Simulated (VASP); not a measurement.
Set up this calculation in VASP 6.6.1, as the native input.

| Property | Result |
| --- | --- |
| Task | single point |
| Functional | PBE |
| Potentials or basis | VASP PAW PBE potentials, release 64 (Ti_sv, H, Gd) |
| Cutoff | 520 eV |
| k mesh | 6 × 6 × 6 |
| Occupations | fermi-dirac, width 0.1 eV |
| Spin | collinear spin, ferrimagnetic start |
| Starting moments | [1.0, 0.0, 0.0, 0.0, -7.0] μB |
| Hubbard terms | Gd f U = 6.44 eV |
| Dipole correction | no |
| Further INCAR settings | ALGO = Normal; EDIFF = 1e-06; NBANDS = 28 |

The structure of GdTiH3 lies in POSCAR:

```
GdTiH3
1.0
    3.6993246600      0.0000000000      0.0000000000
    0.0000000000      3.6993246600      0.0000000000
    0.0000000000      0.0000000000      3.6993246600
Ti H Gd
1 3 1
Direct
    0.0000000000      0.0000000000      0.0000000000
    0.5000000000      0.0000000000      0.0000000000
    0.0000000000      0.5000000000      0.0000000000
    0.0000000000      0.0000000000      0.5000000000
    0.5000000000      0.5000000000      0.5000000000
```

These files were run (other wordings do the same):

INCAR

```
SYSTEM = GdTiH3
  ALGO = Normal
  EDIFF = 1E-6
  ENCUT = 520
  GGA = PE
  ISIF = 2
  ISMEAR = -1
  ISPIN = 2
  LASPH = .TRUE.
  LCHARG = .TRUE.
  LDAU = .TRUE.
  LDAUJ = 0 0 0
  LDAUL = -1 -1 3
  LDAUPRINT = 1
  LDAUTYPE = 2
  LDAUU = 0 0 6.44
  LELF = .TRUE.
  LMAXMIX = 6
  LORBIT = 11
  LREAL = .FALSE.
  LVHAR = .TRUE.
  LWAVE = .FALSE.
  MAGMOM = 1 0 0 0 -7
  NBANDS = 28
  NELM = 150
  PREC = Accurate
  SIGMA = 0.1
```

KPOINTS

```
k-points
0
G
  6 6 6
  0 0 0
```

Potentials or basis: VASP PAW PBE potentials, release 64 (Ti_sv, H, Gd).

Command:

```bash
$ cat potpaw_PBE.64/Ti_sv/POTCAR potpaw_PBE.64/H/POTCAR potpaw_PBE.64/Gd/POTCAR > POTCAR
$ mpirun -np 1 vasp_std > vasp.out
```

Results of the run:

| Item | Value |
| --- | --- |
| Pressure | 6.5 GPa |
| Net moment | -7.52 μB per cell |
| Site moments | Ti -0.11; H +0.01; Gd -6.99 μB |
| Valence electrons inside the program's atomic spheres | Ti 10.45; H 0.57; Gd 15.22 |

Wall time 94 s on 1 thread of Oxide Virtual Turin-like Processor (shared host), peak memory 0.18 GiB.
